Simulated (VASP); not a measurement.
# Al in VASP: notebook

Al is run at these levels: PBE; tasks: single point, relaxation of cell and atoms.

Everything below comes from runs of VASP 6.6.1. Logs are shortened: lines on timing, memory, paths and dates and some standing lists are left out, and cuts for length are marked.

**1. The cell of the first run**

The typed cell holds 1 atom: a = 2.720 Å, b = 2.720 Å, c = 2.917 Å, α = 106.79°, β = 106.79°, γ = 112.41°.

The cell was built from a structure type or drawn by symmetry, and may not be a known phase.

**2. Single point, PBE**

File INCAR:

```
  PREC = Accurate
  ENCUT = 520
  EDIFF = 1E-7
  ISMEAR = 0
  SIGMA = 0.1
  LREAL = False
  LASPH = True
  NELM = 60
  ALGO = Normal
  ISIF = 2
  LWAVE = False
  LCHARG = False
  GGA = PE
  NBANDS = 8
```

File KPOINTS:

```
Automatic mesh
0
Gamma
  8 8 8
```

File POSCAR:

```
Al
1.0
    1.5113643810     -2.2605472920     -0.0716556276
    1.5113643810      2.2605472920     -0.0716556276
   -1.3949522818      0.0000000000      2.5613946977
Al
1
Direct
    0.0000000000      0.0000000000      0.5000000000
```

Potentials or basis: VASP PAW PBE potentials, release 64 (Al).

The run is started by

```
cat potpaw_PBE.64/Al/POTCAR > POTCAR
mpirun -np 1 vasp_std > vasp.out
```

OUTCAR:

```text
PREC = Accurate
   ENCUT = 520
   EDIFF = 1E-7
   ISMEAR = 0
   LREAL = False
   LASPH = True
   NELM = 60
   ISIF = 2
   GGA = PE

 ion  position               nearest neighbor table
   1  0.000  0.000  0.500-

  Warning from LATTYP: Got some problem with cell dimensions!
  Tried to take original basis but could not verify dimensions!
  LATTYP: Found a base centered monoclinic cell.
 ALAT       =     3.0261241357
 B/A-ratio  =     1.4940215210
 C/A-ratio  =     0.9632533867
 COS(beta)  =    -0.5185158392

  Lattice vectors:

 A1 = (  -1.5113643810,   2.2605472920,   0.0716556276)
 A2 = (  -1.5113643810,  -2.2605472920,   0.0716556276)
 A3 = (   1.6277764802,   0.0000000000,   2.4180834425)

Analysis of symmetry for initial positions (statically):
=====================================================================
 Subroutine PRICEL returns:
 Original cell was already a primitive cell.

 Routine SETGRP: Setting up the symmetry group for a
 base centered monoclinic supercell.

 Subroutine GETGRP returns: Found  4 space group operations
 (whereof  4 operations were pure point group operations)
 out of a pool of  4 trial point group operations.

The static configuration has the point symmetry C_2h.

Analysis of symmetry for dynamics (positions and initial velocities):
=====================================================================
 Subroutine PRICEL returns:
 Original cell was already a primitive cell.

 Routine SETGRP: Setting up the symmetry group for a
 base centered monoclinic supercell.

 Subroutine GETGRP returns: Found  4 space group operations
 (whereof  4 operations were pure point group operations)
 out of a pool of  4 trial point group operations.

The dynamic configuration has the point symmetry C_2h.

 Subroutine INISYM returns: Found  4 space group operations
 (whereof  4 operations are pure point group operations),
 and found     1 'primitive' translations

----------------------------------------------------------------------------------------

                                     Primitive cell

  volume of cell :      17.0502

  direct lattice vectors                    reciprocal lattice vectors
     1.511364381 -2.260547292 -0.071655628     0.339595414 -0.221185375  0.184945881
     1.511364381  2.260547292 -0.071655628     0.339595414  0.221185375  0.184945881
    -1.394952282  0.000000000  2.561394698     0.019000525  0.000000000  0.400760112

  length of vectors
     2.720189493  2.720189493  2.916613561     0.445480633  0.445480633  0.401210278

  position of ions in fractional coordinates (direct lattice)
     1.000000000  1.000000000  0.500000000

  ion indices of the primitive-cell ions
   primitive index   ion index
                 1           1

----------------------------------------------------------------------------------------

 KPOINTS: Automatic mesh

Automatic generation of k-mesh.
 Grid dimensions read from file:
 generate k-points for:    8    8    8

 Generating k-lattice:

  Cartesian coordinates                     Fractional coordinates (reciprocal lattice)
     0.042449427 -0.027648172  0.023118235     0.125000000 -0.000000000 -0.000000000
     0.042449427  0.027648172  0.023118235    -0.000000000  0.125000000 -0.000000000
     0.002375066  0.000000000  0.050095014     0.000000000  0.000000000  0.125000000

  Length of vectors
     0.055685079  0.055685079  0.050151285

  Shift w.r.t. Gamma in fractional coordinates (k-lattice)
     0.000000000  0.000000000  0.000000000

 Subroutine IBZKPT returns following result:
 ===========================================

 Found    150 irreducible k-points:

 Following reciprocal coordinates:
            Coordinates               Weight
  0.000000  0.000000  0.000000      1.000000
  0.125000  0.000000  0.000000      4.000000
  0.250000  0.000000  0.000000      4.000000
  0.375000  0.000000  0.000000      4.000000
  0.500000  0.000000  0.000000      2.000000
  0.125000  0.125000  0.000000      2.000000
[... 16 lines left out ...]
  0.125000  0.000000  0.125000      4.000000
  0.250000  0.000000  0.125000      4.000000
 [... further k-points ...]
   k-points           NKPTS =    150   k-points in BZ     NKDIM =    150   number of bands    NBANDS=      8
   number of dos      NEDOS =    301   number of ions     NIONS =      1
   total plane-waves  NPLWV =   9600
   dimension x,y,z NGX =    20 NGY =   20 NGZ =   24
   dimension x,y,z NGXF=    40 NGYF=   40 NGZF=   48
   ions per type =               1
   NGX,Y,Z   is equivalent  to a cutoff of  12.22, 12.22, 13.68 a.u.
   NGXF,Y,Z  is equivalent  to a cutoff of  24.45, 24.45, 27.36 a.u.
 SYSTEM =  unknown system
   PREC   = accura    normal or accurate (medium, high low for compatibility)
   ISTART =      0    job   : 0-new  1-cont  2-samecut
   ICHARG =      2    charge: 1-file 2-atom 10-const
   ISPIN  =      1    spin polarized calculation?
   LNONCOLLINEAR =      F non collinear calculations
   LSORBIT =      F    spin-orbit coupling
   LASPH  =      T    aspherical Exc in radial PAW
   ENCUT  =  520.0 eV  38.22 Ry    6.18 a.u.   5.06  5.06  5.42*2*pi/ulx,y,z
   NELM   =     60;   NELMIN=  2; NELMDL= -5     # of ELM steps
   EDIFF  = 0.1E-06   stopping-criterion for ELM
   LREAL  =      F    real-space projection
   EDIFFG = 0.1E-05   stopping-criterion for IOM
   NSW    =      0    number of steps for IOM
   IBRION =     -1    ionic relax: 0-MD 1-quasi-New 2-CG
   NFREE  =      0    steps in history (QN), initial steepest desc. (CG)
   ISIF   =      2    stress and relaxation
   ISYM   =      2    0-nonsym 1-usesym 2-fastsym
   POTIM  = 0.5000    time-step for ionic-motion
   TEBEG  =    0.0;   TEEND  =   0.0 temperature during run
   PSTRESS=    0.0 pullay stress
   NELECT =       3.0000    total number of electrons
   NUPDOWN=      -1.0000    fix difference up-down
   EMIN   =  10.00;   EMAX   =-10.00  energy-range for DOS
   EFERMI =   0.00;   METHOD = LEGACY
   ISMEAR =     0;   SIGMA  =   0.10  broadening in eV -4-tet -1-fermi 0-gaus
   EFERMI_NEDOS =   21; number of points for ismear=-14 and -15
   IALGO  =     38    algorithm
   IMIX   =      4    mixing-type and parameters
     AMIX     =   0.40;   BMIX     =  1.00
     AMIX_MAG =   1.60;   BMIX_MAG =  1.00
  volume/ion in A,a.u.               =      17.05       115.06
  Fermi-wavevector in a.u.,A,eV,Ry     =   0.917359  1.733556 11.449940  0.841547
  Thomas-Fermi vector in A             =   2.042319
   LORBIT       =      0    0 simple, 1 ext, 2 COOP (PROOUT), +10 PAW based schemes
   GGA     = PE    functional components
   LHFCALC =     F    Hartree Fock is set to
   AEXX    =    0.0000 exact exchange contribution
   IVDW    =     0    specifies the selected vdW correction
   LEPSILON=     F    determine dielectric tensor
   LRPA    =     F    only Hartree local field effects (RPA)
 non-spin polarized calculation
 Gauss-broadening in eV      SIGMA  =   0.10
  energy-cutoff  :      520.00
  volume of cell :       17.05
 maximum number of plane-waves:       469
   NGX = 11   NGY = 11   NGZ = 11

 number of electron       3.0000000 magnetization

 Free energy of the ion-electron system (eV)
  ---------------------------------------------------
  ext. energy  EPLUGINS =         0.00000000
  ---------------------------------------------------
  free energy    TOTEN  =        -3.64155864 eV

  energy without entropy =       -3.63959221  energy(sigma->0) =       -3.64057543

 E-fermi :   7.6080     XC(G=0): -10.0760

 val. band max:        7.6017242862   @ k =  -0.2500   0.5000   0.3750
 cond. band min:       7.6341720650   @ k =   0.2500   0.2500   0.3750
 fundamental gap:      0.0324477788
 Fermi energy:         7.6079886154

 k-point     1 :       0.0000    0.0000    0.0000
  band No.  band energies     occupation
      1      -3.2526      2.00000
      2      18.3856      0.00000
      3      18.9335      0.00000
      4      21.0692      0.00000
      5      22.4407      0.00000
      6      22.8111      0.00000
      7      22.9278      0.00000
      8      23.2058      0.00000

 k-point     2 :       0.1250    0.0000    0.0000
  band No.  band energies     occupation
      1      -2.7942      2.00000
      2      16.5172      0.00000
      3      17.6090      0.00000
      4      19.7022      0.00000
      5      20.4846      0.00000
      6      21.6801      0.00000
      7      23.1340      0.00000
      8      24.3151      0.00000

 k-point     3 :       0.2500    0.0000    0.0000
  band No.  band energies     occupation
      1      -1.4276      2.00000
      2      12.4718      0.00000
      3      15.1347      0.00000
      4      17.3819      0.00000
      5      18.8872      0.00000
      6      20.4268      0.00000
      7      24.9185      0.00000
      8      25.6739      0.00000

 k-point     4 :       0.3750    0.0000    0.0000
  band No.  band energies     occupation
      1       0.8207      2.00000
      2       7.8525      0.00054
      3      14.4647      0.00000
      4      15.6832      0.00000
      5      17.7706      0.00000
      6      19.2639      0.00000
      7      26.2935      0.00000
      8      28.8254      0.00000

 k-point     5 :       0.5000    0.0000    0.0000
  band No.  band energies     occupation
      1       3.6489      2.00000
      2       4.2233      2.00000
      3      14.4302      0.00000
      4      14.9214      0.00000
      5      17.3949      0.00000
      6      18.8450      0.00000
      7      27.5922      0.00000
      8      29.8090      0.00000

 k-point     6 :       0.1250    0.1250    0.0000
  band No.  band energies     occupation
      1      -1.8753      2.00000
      2      14.7777      0.00000
      3      14.8806      0.00000
      4      15.7616      0.00000
      5      21.1517      0.00000
      6      21.2298      0.00000
      7      24.1331      0.00000
      8      25.1871      0.00000

 k-point     7 :       0.2500    0.1250    0.0000
  band No.  band energies     occupation
      1      -0.0610      2.00000
      2      10.3190      0.00000
      3      13.4769      0.00000
      4      14.0774      0.00000
      5      19.0721      0.00000
      6      21.8482      0.00000
      7      24.1728      0.00000
      8      28.8979      0.00000
[... 133 lines left out ...]
 k-point    20 :      -0.3750    0.3750    0.0000
  band No.  band energies     occupation
      1       0.7627      2.00000
      2       7.6822      0.29391
      3      16.5063      0.00000
      4      17.7272      0.00000
      5      18.9066      0.00000
      6      19.0750      0.00000
      7      22.8322      0.00000
      8      24.7841      0.00000

 k-point    21 :       0.5000    0.5000    0.0000
  band No.  band energies     occupation
      1       3.5486      2.00000
      2       4.1119      2.00000
      3      16.1588      0.00000
      4      17.2966      0.00000
      5      18.6285      0.00000
      6      18.7516      0.00000
      7      24.5565      0.00000
      8      26.5137      0.00000

 k-point    22 :      -0.0000   -0.0000    0.1250
  band No.  band energies     occupation
      1      -2.8815      2.00000
      2      13.9784      0.00000
      3      20.2205      0.00000
      4      20.5509      0.00000
      5      22.1724      0.00000
      6      22.3295      0.00000
      7      22.9092      0.00000
      8      24.9309      0.00000

 k-point    23 :       0.1250    0.0000    0.1250
  band No.  band energies     occupation
      1      -2.0547      2.00000
      2      12.0465      0.00000
      3      15.8170      0.00000
      4      18.8930      0.00000
      5      21.6534      0.00000
      6      22.9392      0.00000
      7      24.5183      0.00000
      8      25.5725      0.00000

 k-point    24 :       0.2500    0.0000    0.1250
  band No.  band energies     occupation
      1      -0.3295      2.00000
      2      10.5570      0.00000
      3      11.2086      0.00000
      4      17.2330      0.00000
      5      20.1645      0.00000
      6      22.0681      0.00000
      7      25.6464      0.00000
      8      27.9012      0.00000

 [... further k-points ...]

------------------------ aborting loop because EDIFF is reached ----------------------------------------

  FORCE on cell =-STRESS in cart. coord.  units (eV):
  Direction    XX          YY          ZZ          XY          YZ          ZX
  --------------------------------------------------------------------------------------
  -------------------------------------------------------------------------------------
  Total        0.0015872      0.0128787      0.0163197      0.0000000      0.0000000      0.0068814
  in kB        0.1491478      1.2101967      1.5335331      0.0000000      0.0000000      0.6466343
  external PRESSURE =       0.9642925 kB  Pullay stress =       0.0000000 kB

 VOLUME and BASIS-vectors are now :
 -----------------------------------------------------------------------------
  energy-cutoff  :      520.00
  volume of cell :       17.05
      direct lattice vectors                 reciprocal lattice vectors
     1.511364381 -2.260547292 -0.071655628     0.339595414 -0.221185375  0.184945881
     1.511364381  2.260547292 -0.071655628     0.339595414  0.221185375  0.184945881
    -1.394952282  0.000000000  2.561394698     0.019000525  0.000000000  0.400760112

 POSITION                                       TOTAL-FORCE (eV/Angst)
 -----------------------------------------------------------------------------------
     -0.69748      0.00000      1.28070         0.000000      0.000000      0.000000
 -----------------------------------------------------------------------------------
    total drift:                                0.000000      0.000000     -0.000000

  FREE ENERGIE OF THE ION-ELECTRON SYSTEM (eV)
  ---------------------------------------------------
  free  energy   TOTEN  =        -3.6415586416 eV

  energy  without entropy=       -3.6395922088  energy(sigma->0) =       -3.64057543
```

It took 8.6 s on 1 thread of AMD EPYC 9R45 (Zen 5), shared host; peak memory 0.1 GiB.

Results:

* Free energy: -3.6416 eV
* Pressure: 0.1 GPa
* Band gap on the k mesh: zero (an odd number of electrons rules out a gap without spin polarisation)

Levels at points of the mesh, in eV from the Fermi level:
| k point | band 1 | band 2 | band 3 | band 4 | band 5 |
| --- | --- | --- | --- | --- | --- |
| (0.00, 0.00, 0.00) | -10.86 | 10.78 | 11.33 | 13.46 | 14.83 |
| (0.50, 0.00, 0.00) | -3.96 | -3.38 | 6.82 | 7.31 | 9.79 |
| (0.50, 0.50, 0.00) | -4.06 | -3.50 | 8.55 | 9.69 | 11.02 |
| (0.00, 0.00, 0.50) | -5.26 | -4.77 | 10.00 | 10.32 | 12.04 |
| (0.50, 0.00, 0.50) | -3.96 | -3.39 | 6.84 | 7.32 | 9.78 |
| (0.50, 0.50, 0.50) | 0.55 | 1.53 | 2.66 | 2.70 | 3.88 |

(Continued in part 2 of 2.)
